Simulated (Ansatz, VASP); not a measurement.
SiO2: VASP beside Ansatz

The input INCAR:

```
  PREC = Accurate
  ENCUT = 520
  EDIFF = 1E-6
  ISMEAR = 0
  SIGMA = 0.02
  LREAL = F
  LASPH = T
  NELM = 80
  ALGO = Normal
  ISIF = 2
  LWAVE = F
  LCHARG = F
  GGA = PE
  NBANDS = 25
```

KPOINTS

```
regular mesh
0
Gamma
  6 6 8
```

The input POSCAR:

```
SiO2
1.0
    4.1773000000      0.0000000000      0.0000000000
    0.0000000000      4.1773000000      0.0000000000
    0.0000000000      0.0000000000      2.6652000000
Si O
2 4
Direct
    0.0000000000      0.0000000000      0.0000000000
    0.5000000000      0.5000000000      0.5000000000
    0.3059000000      0.3059000000      0.0000000000
    0.1941000000      0.8059000000      0.5000000000
    0.6941000000      0.6941000000      0.0000000000
    0.8059000000      0.1941000000      0.5000000000
```

Input for Ansatz:

```yaml
crystal:
  lattice:
    - [4.1773, 0.0, 0.0]
    - [0.0, 4.1773, 0.0]
    - [0.0, 0.0, 2.6652]
  atoms:
    - { symbol: Si, position: [0.0, 0.0, 0.0] }
    - { symbol: Si, position: [0.5, 0.5, 0.5] }
    - { symbol: O, position: [0.3059, 0.3059, 0.0] }
    - { symbol: O, position: [0.1941, 0.8059, 0.5] }
    - { symbol: O, position: [0.6941, 0.6941, 0.0] }
    - { symbol: O, position: [0.8059, 0.1941, 0.5] }
basis:
  ecutwfc: 470.0
kpoints:
  mp_grid:
    grid: [6, 6, 8]
hamiltonian:
  xc: pbe
  pseudopotentials:
    kind: paw
scf:
  convergence:
    dr2_threshold: 1.0e-09
  occupations:
    method: gaussian
    width: 0.02
output:
  stress: true
```

Alike in both runs: task single point; functional PBE; k mesh 6 × 6 × 8; occupations gaussian, width 0.02 eV; no spin polarisation.

```csv
,VASP,Ansatz
version,VASP 6.6.1,Ansatz 0.2.0
potentials or method,"VASP PAW PBE potentials, release 64 (Si, O), cutoff 520 eV","plane waves, PAW"
valence electrons in the cell,32,32
```

Ansatz gave:

| Item | Value |
| --- | --- |
| pressure (GPa) | 11.2 |
| traceless stress, the component that is largest in VASP (GPa) | 0.99 |

**Question.** Which values does VASP return?

**Answer.** Pressure (GPa): 11.4; traceless stress, the component that is largest in VASP (GPa): 1.43.

Ansatz's warnings: stress scf threshold loose.
